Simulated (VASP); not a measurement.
# ScF3 in VASP: a series of runs

Runs on ScF3. Level: LDA. Tasks: single point.

Program: VASP 6.6.1. These are calculated values, not measurements. Logs are shortened: lines on timing, memory, paths and dates and some standing lists are left out, and cuts for length are marked.

### 1 The cell of the first run

It takes space group Pm-3m (No. 221, cubic). The conventional cell has a = 3.852 Å, b = 3.852 Å, c = 3.852 Å, α = 90.00°, β = 90.00°, γ = 90.00°. Within 2.6 Å of Sc (site symmetry m-3m) lie 6 F at 1.93 Å. Within 2.6 Å of F (site symmetry 4/mmm) lie 2 Sc at 1.93 Å.

### 2 Single point, LDA (strain -0.040 along x and y, -0.040 along z)

The input, INCAR:

```
ALGO     = Normal         # electronic algorithm
EDIFF    = 1E-6           # SCF threshold, eV
ENCUT    = 910            # plane-wave cutoff, eV
GGA_COMPAT= False        
ISIF     = 2              # what is computed and relaxed
ISMEAR   = 0              # smearing method
LASPH    = True           # aspherical terms in the spheres
LCHARG   = False          # write CHGCAR
LREAL    = False          # projectors in reciprocal space
LWAVE    = False          # write WAVECAR
NBANDS   = 24             # bands
NELM     = 120            # most SCF steps
PREC     = Accurate       # precision mode
SIGMA    = 0.05           # smearing width, eV
```

The input, KPOINTS:

```
k-points
0
Gamma
  6 6 6
```

The input, POSCAR:

```
ScF3
1.0
    3.8519520000      0.0000000000      0.0000000000
    0.0000000000      3.8519520000      0.0000000000
    0.0000000000      0.0000000000      3.8519520000
Sc F
1 3
Direct
    0.0000000000      0.0000000000      0.0000000000
    0.5000000000      0.0000000000      0.0000000000
    0.0000000000      0.5000000000      0.0000000000
    0.0000000000      0.0000000000      0.5000000000
```

Potentials or basis: VASP PAW LDA potentials, release 64 (Sc_sv, F_h).

Run with:

```sh
$ cat potpaw_LDA.64/Sc_sv/POTCAR potpaw_LDA.64/F_h/POTCAR > POTCAR
$ mpirun -np 1 vasp_std > vasp.out
```

OUTCAR:

```text
EDIFF = 1E-6
   ENCUT = 910
   ISIF = 2
   ISMEAR = 0
   LASPH = True
   LREAL = False
   NELM = 120
   PREC = Accurate

 ion  position               nearest neighbor table
   1  0.000  0.000  0.000-   2 1.93   3 1.93   4 1.93   4 1.93   3 1.93   2 1.93
   2  0.500  0.000  0.000-   1 1.93   1 1.93
   3  0.000  0.500  0.000-   1 1.93   1 1.93
   4  0.000  0.000  0.500-   1 1.93   1 1.93

  LATTYP: Found a simple cubic cell.
 ALAT       =     3.8519520000

  Lattice vectors:

 A1 = (   3.8519520000,   0.0000000000,   0.0000000000)
 A2 = (   0.0000000000,   3.8519520000,   0.0000000000)
 A3 = (   0.0000000000,   0.0000000000,   3.8519520000)

Analysis of symmetry for initial positions (statically):
=====================================================================
 Subroutine PRICEL returns:
 Original cell was already a primitive cell.

 Routine SETGRP: Setting up the symmetry group for a
 simple cubic supercell.

 Subroutine GETGRP returns: Found 48 space group operations
 (whereof 48 operations were pure point group operations)
 out of a pool of 48 trial point group operations.

The static configuration has the point symmetry O_h .

Analysis of symmetry for dynamics (positions and initial velocities):
=====================================================================
 Subroutine PRICEL returns:
 Original cell was already a primitive cell.

 Routine SETGRP: Setting up the symmetry group for a
 simple cubic supercell.

 Subroutine GETGRP returns: Found 48 space group operations
 (whereof 48 operations were pure point group operations)
 out of a pool of 48 trial point group operations.

The dynamic configuration has the point symmetry O_h .

 Subroutine INISYM returns: Found 48 space group operations
 (whereof 48 operations are pure point group operations),
 and found     1 'primitive' translations

----------------------------------------------------------------------------------------

                                     Primitive cell

  volume of cell :      57.1535

  direct lattice vectors                    reciprocal lattice vectors
     3.851952000  0.000000000  0.000000000     0.259608635  0.000000000  0.000000000
[... 79 lines left out ...]
   ISPIN  =      1    spin polarized calculation?
   LNONCOLLINEAR =      F non collinear calculations
   LSORBIT =      F    spin-orbit coupling
   LASPH  =      T    aspherical Exc in radial PAW
   ENCUT  =  910.0 eV  66.88 Ry    8.18 a.u.   9.47  9.47  9.47*2*pi/ulx,y,z
   NELM   =    120;   NELMIN=  2; NELMDL= -5     # of ELM steps
   EDIFF  = 0.1E-05   stopping-criterion for ELM
   LREAL  =      F    real-space projection
   EDIFFG = 0.1E-04   stopping-criterion for IOM
   NSW    =      0    number of steps for IOM
   IBRION =     -1    ionic relax: 0-MD 1-quasi-New 2-CG
   NFREE  =      0    steps in history (QN), initial steepest desc. (CG)
   ISIF   =      2    stress and relaxation
   ISYM   =      2    0-nonsym 1-usesym 2-fastsym
   POTIM  = 0.5000    time-step for ionic-motion
   TEBEG  =    0.0;   TEEND  =   0.0 temperature during run
   PSTRESS=    0.0 pullay stress
   NELECT =      32.0000    total number of electrons
   NUPDOWN=      -1.0000    fix difference up-down
   EMIN   =  10.00;   EMAX   =-10.00  energy-range for DOS
   EFERMI =   0.00;   METHOD = LEGACY
   ISMEAR =     0;   SIGMA  =   0.05  broadening in eV -4-tet -1-fermi 0-gaus
   EFERMI_NEDOS =   21; number of points for ismear=-14 and -15
   IALGO  =     38    algorithm
   IMIX   =      4    mixing-type and parameters
     AMIX     =   0.40;   BMIX     =  1.00
     AMIX_MAG =   1.60;   BMIX_MAG =  1.00
  volume/ion in A,a.u.               =      14.29        96.42
  Fermi-wavevector in a.u.,A,eV,Ry     =   1.349307  2.549820 24.771149  1.820628
  Thomas-Fermi vector in A             =   2.476904
   LORBIT       =      0    0 simple, 1 ext, 2 COOP (PROOUT), +10 PAW based schemes
   GGA     = CA    functional components
   LHFCALC =     F    Hartree Fock is set to
   AEXX    =    0.0000 exact exchange contribution
   IVDW    =     0    specifies the selected vdW correction
   LEPSILON=     F    determine dielectric tensor
   LRPA    =     F    only Hartree local field effects (RPA)
 non-spin polarized calculation
 Gauss-broadening in eV      SIGMA  =   0.05
  energy-cutoff  :      910.00
  volume of cell :       57.15
 maximum number of plane-waves:      3596
 NGX is ok and might be reduce to    40
   NGX = 19   NGY = 19   NGZ = 19

 number of electron      31.9999986 magnetization

 Free energy of the ion-electron system (eV)
  ---------------------------------------------------
  ext. energy  EPLUGINS =         0.00000000
  ---------------------------------------------------
  free energy    TOTEN  =       -29.38058892 eV

  energy without entropy =      -29.38058892  energy(sigma->0) =      -29.38058892

 E-fermi :  -2.4018     XC(G=0):  -9.4288

 val. band max:       -2.8086526125   @ k =   0.5000   0.5000   0.5000
 cond. band min:       3.9912852794   @ k =   0.0000   0.0000   0.0000
 fundamental gap:      6.7999378919
 Fermi energy:        -2.4017843519

 k-point     1 :       0.0000    0.0000    0.0000
  band No.  band energies     occupation
      1     -47.2576      2.00000
      2     -26.4316      2.00000
      3     -26.4316      2.00000
      4     -26.4316      2.00000
      5     -22.7002      2.00000
      6     -22.4166      2.00000
[... 529 lines left out ...]
     23      13.0345      0.00000
     24      13.0345      0.00000

------------------------ aborting loop because EDIFF is reached ----------------------------------------

  FORCE on cell =-STRESS in cart. coord.  units (eV):
  Direction    XX          YY          ZZ          XY          YZ          ZX
  --------------------------------------------------------------------------------------
  -------------------------------------------------------------------------------------
  Total        4.5814482      4.5814482      4.5814482     -0.0000000      0.0000000      0.0000000
  in kB      128.4312665    128.4312665    128.4312665     -0.0000000      0.0000000      0.0000000
  external PRESSURE =     128.4312665 kB  Pullay stress =       0.0000000 kB

 VOLUME and BASIS-vectors are now :
 -----------------------------------------------------------------------------
  energy-cutoff  :      910.00
  volume of cell :       57.15
      direct lattice vectors                 reciprocal lattice vectors
     3.851952000  0.000000000  0.000000000     0.259608635  0.000000000  0.000000000
     0.000000000  3.851952000  0.000000000     0.000000000  0.259608635  0.000000000
     0.000000000  0.000000000  3.851952000     0.000000000  0.000000000  0.259608635

 POSITION                                       TOTAL-FORCE (eV/Angst)
 -----------------------------------------------------------------------------------
      0.00000      0.00000      0.00000         0.000000      0.000000      0.000000
      1.92598      0.00000      0.00000         0.000000      0.000000      0.000000
      0.00000      1.92598      0.00000         0.000000      0.000000      0.000000
      0.00000      0.00000      1.92598         0.000000      0.000000      0.000000
 -----------------------------------------------------------------------------------
    total drift:                                0.000000      0.000000     -0.000000

  FREE ENERGIE OF THE ION-ELECTRON SYSTEM (eV)
  ---------------------------------------------------
  free  energy   TOTEN  =       -29.3805889210 eV

  energy  without entropy=      -29.3805889210  energy(sigma->0) =      -29.38058892
```

OSZICAR:

```text
N       E                     dE             d eps       ncg     rms          rms(c)
DAV:   1     0.550049207632E+03    0.55005E+03   -0.20997E+04   968   0.218E+03
DAV:   2     0.789836852029E+02   -0.47107E+03   -0.43210E+03  1144   0.521E+02
DAV:   3    -0.292096363870E+02   -0.10819E+03   -0.10196E+03  1552   0.228E+02
DAV:   4    -0.333979679321E+02   -0.41883E+01   -0.41744E+01  1336   0.439E+01
DAV:   5    -0.334443939529E+02   -0.46426E-01   -0.46396E-01  1232   0.469E+00    0.205E+01
DAV:   6    -0.294725857727E+02    0.39718E+01   -0.10876E+01  1552   0.479E+01    0.102E+01
DAV:   7    -0.294335546586E+02    0.39031E-01   -0.95821E-01  1208   0.720E+00    0.577E+00
DAV:   8    -0.293912582630E+02    0.42296E-01   -0.25772E-01  1472   0.535E+00    0.103E+00
DAV:   9    -0.293802236695E+02    0.11035E-01   -0.38191E-02  1448   0.171E+00    0.209E-01
DAV:  10    -0.293805511612E+02   -0.32749E-03   -0.41867E-03  1200   0.941E-01    0.130E-01
DAV:  11    -0.293806559975E+02   -0.10484E-03   -0.11556E-03  1416   0.610E-01    0.946E-02
DAV:  12    -0.293806036744E+02    0.52323E-04   -0.55860E-04  1288   0.385E-01    0.292E-02
DAV:  13    -0.293805983634E+02    0.53109E-05   -0.44780E-05  1480   0.681E-02    0.243E-02
DAV:  14    -0.293805887871E+02    0.95764E-05   -0.30505E-05  1568   0.765E-02    0.236E-03
DAV:  15    -0.293805889210E+02   -0.13394E-06   -0.14793E-06   768   0.108E-02
   1 F= -.29380589E+02 E0= -.29380589E+02  d E =-.189208E-31
```

Run time: 34 s. Hardware: 1 thread of Intel Xeon 6975P-C (Granite Rapids), shared host; peak memory 0.21 GiB.

Results:

* Free energy: -29.3806 eV
* Pressure: 12.8 GPa
* Band gap on the k mesh: 6.80 eV (least direct gap 7.30 eV)

Levels at points of the mesh, in eV from the valence-band top:
| k point | band 12 | band 13 | band 14 | band 15 | band 16 | band 17 | band 18 | band 19 | band 20 | band 21 |
| --- | --- | --- | --- | --- | --- | --- | --- | --- | --- | --- |
| (0.00, 0.00, 0.00) | -0.71 | -0.71 | -0.50 | -0.50 | -0.50 | 6.80 | 6.80 | 6.80 | 7.89 | 9.15 |
| (0.50, 0.00, 0.00) | -1.43 | -1.43 | -0.87 | -0.56 | -0.56 | 6.86 | 7.98 | 7.98 | 9.19 | 10.45 |
| (0.50, 0.50, 0.00) | -1.40 | -1.16 | -1.16 | -1.07 | -0.01 | 8.03 | 8.03 | 8.83 | 9.99 | 12.27 |
| (0.50, 0.50, 0.50) | -2.78 | -2.78 | 0.00 | 0.00 | 0.00 | 8.91 | 8.91 | 8.91 | 11.65 | 12.43 |

Caveat: the cell differs from its parent crystal (strain -0.040 along x and y, -0.040 along z); the cutoff is under 1.25 times the usual one of these potentials, so pressure, stress and relaxed cells hold a basis-set (Pulay) error; the cell stands under pressure. A k mesh can miss the band edges.

### 3 Single point, LDA (strain -0.040 along x and y, +0.000 along z)

The input, INCAR:

```
SYSTEM = ScF3
  ALGO = Normal
  EDIFF = 1E-6
  ENCUT = 910
  GGA_COMPAT = .FALSE.
  ISIF = 2
  ISMEAR = 0
  LASPH = .TRUE.
  LCHARG = .TRUE.
  LELF = .TRUE.
  LREAL = .FALSE.
  LVHAR = .TRUE.
  LWAVE = .FALSE.
  NBANDS = 24
  NELM = 120
  PREC = Accurate
  SIGMA = 0.05
```

The input, KPOINTS:

```
k-points
0
G
  6 6 6
  0 0 0
```

Edit POSCAR of step 2 so:

```diff
@@ -4,3 +4,3 @@
     0.0000000000      3.8519520000      0.0000000000
-    0.0000000000      0.0000000000      3.8519520000
+    0.0000000000      0.0000000000      4.0124500000
 Sc F
```

Potentials or basis: VASP PAW LDA potentials, release 64 (Sc_sv, F_h).

Run with:

```sh
$ cat potpaw_LDA.64/Sc_sv/POTCAR potpaw_LDA.64/F_h/POTCAR > POTCAR
$ mpirun -np 1 vasp_std > vasp.out
```

It took 3 min on 1 thread of AMD EPYC 7R43 (Zen 3), shared host; peak memory 0.22 GiB.

Results (log left out):

```
Free energy            : -29.4703 eV
Pressure               : 7.2 GPa
Band gap on the k mesh : 6.50 eV (least direct gap 6.93 eV)
```

Stress tensor (GPa, compression positive):
```
11.42  0.00  0.00
 0.00 11.42  0.00
 0.00  0.00 -1.20
```

Levels at points of the mesh, in eV from the valence-band top:
| k point | band 14 | band 15 | band 16 | band 17 | band 18 | band 19 |
| --- | --- | --- | --- | --- | --- | --- |
| (0.00, 0.00, 0.00) | -0.56 | -0.43 | -0.43 | 6.50 | 6.52 | 6.52 |
| (0.50, 0.00, 0.00) | -0.74 | -0.65 | -0.42 | 6.58 | 7.67 | 7.69 |
| (0.50, 0.50, 0.00) | -0.83 | -0.83 | -0.22 | 7.75 | 7.75 | 8.52 |
| (0.00, 0.00, 0.50) | -0.99 | -0.78 | -0.78 | 6.54 | 7.45 | 7.45 |
| (0.50, 0.00, 0.50) | -1.31 | -0.96 | -0.01 | 7.50 | 7.71 | 8.35 |
| (0.50, 0.50, 0.50) | -0.22 | 0.00 | 0.00 | 8.42 | 8.42 | 8.58 |

Caveat: the cell differs from its parent crystal (strain -0.040 along x and y, +0.000 along z); the cutoff is under 1.25 times the usual one of these potentials, so pressure, stress and relaxed cells hold a basis-set (Pulay) error; the cell stands under pressure. A k mesh can miss the band edges.

### 4 Single point, LDA (strain -0.040 along x and y, -0.080 along z)

The input, INCAR:

```
ALGO = Normal
EDIFF = 1E-6
ENCUT = 910
GGA_COMPAT = F
ISIF = 2
ISMEAR = 0
LASPH = T
LCHARG = F
LREAL = F
LWAVE = F
NBANDS = 24
NELM = 120
PREC = Accurate
SIGMA = 0.05
```

The input, KPOINTS:

```
k-points
0
Gamma
  6 6 6
```

Edit POSCAR of step 3 so:

```diff
@@ -4,3 +4,3 @@
     0.0000000000      3.8519520000      0.0000000000
-    0.0000000000      0.0000000000      4.0124500000
+    0.0000000000      0.0000000000      3.6914540000
 Sc F
```

Run with:

```sh
$ cat potpaw_LDA.64/Sc_sv/POTCAR potpaw_LDA.64/F_h/POTCAR > POTCAR
$ mpirun -np 1 vasp_std > vasp.out
```

Run time: 65 s. Hardware: 1 thread of AMD EPYC 9R45 (Zen 5), shared host; peak memory 0.22 GiB.

The run converged. Its results:

```
Free energy            : -29.0325 eV
Pressure               : 21.0 GPa
Band gap on the k mesh : 6.87 eV (least direct gap 7.40 eV)
```

Stress tensor (GPa, compression positive):
```
14.62  0.00  0.00
 0.00 14.62  0.00
 0.00  0.00 33.88
```

Levels at points of the mesh, in eV from the valence-band top:
| k point | band 12 | band 13 | band 14 | band 15 | band 16 | band 17 | band 18 | band 19 | band 20 | band 21 |
| --- | --- | --- | --- | --- | --- | --- | --- | --- | --- | --- |
| (0.00, 0.00, 0.00) | -0.97 | -0.69 | -0.59 | -0.54 | -0.54 | 6.87 | 6.87 | 6.89 | 7.82 | 9.28 |
| (0.50, 0.00, 0.00) | -1.43 | -1.40 | -1.05 | -0.74 | -0.61 | 6.92 | 8.05 | 8.07 | 9.51 | 10.43 |
| (0.50, 0.50, 0.00) | -1.72 | -1.37 | -1.37 | -1.14 | -0.01 | 8.09 | 8.09 | 8.93 | 10.65 | 12.25 |
| (0.00, 0.00, 0.50) | -1.41 | -1.41 | -0.93 | -0.55 | -0.55 | 6.97 | 8.36 | 8.36 | 9.33 | 10.64 |
| (0.50, 0.00, 0.50) | -1.39 | -1.21 | -1.15 | -1.04 | -0.18 | 8.15 | 8.42 | 9.17 | 10.21 | 12.29 |
| (0.50, 0.50, 0.50) | -3.21 | -2.77 | -0.17 | -0.17 | 0.00 | 9.04 | 9.25 | 9.25 | 11.53 | 12.57 |

Caveat: the cell differs from its parent crystal (strain -0.040 along x and y, -0.080 along z); the cutoff is under 1.25 times the usual one of these potentials, so pressure, stress and relaxed cells hold a basis-set (Pulay) error; the cell stands under pressure. A k mesh can miss the band edges.

### 5 The runs side by side

```csv
cell,gap on the mesh (eV),pressure (GPa)
"a = 3.852 Å, 4 atoms",6.80,12.8
"a = 3.852, b = 3.852, c = 4.012 Å, 4 atoms",6.50,7.2
"a = 3.852, b = 3.852, c = 3.691 Å, 4 atoms",6.87,21.0
```

Alike in all rows: task single point; level LDA; potentials or basis VASP PAW LDA potentials, release 64 (Sc_sv, F_h); no spin polarisation; k mesh 6 × 6 × 6; cutoff (eV) 910; smearing gaussian 0.05 eV.

Caveats: the cutoff is under 1.25 times the usual one of these potentials, so pressure, stress and relaxed cells hold a basis-set (Pulay) error; the cell stands under pressure.

Total energies depend on the potentials used, so only differences within one code and one set of settings carry meaning.
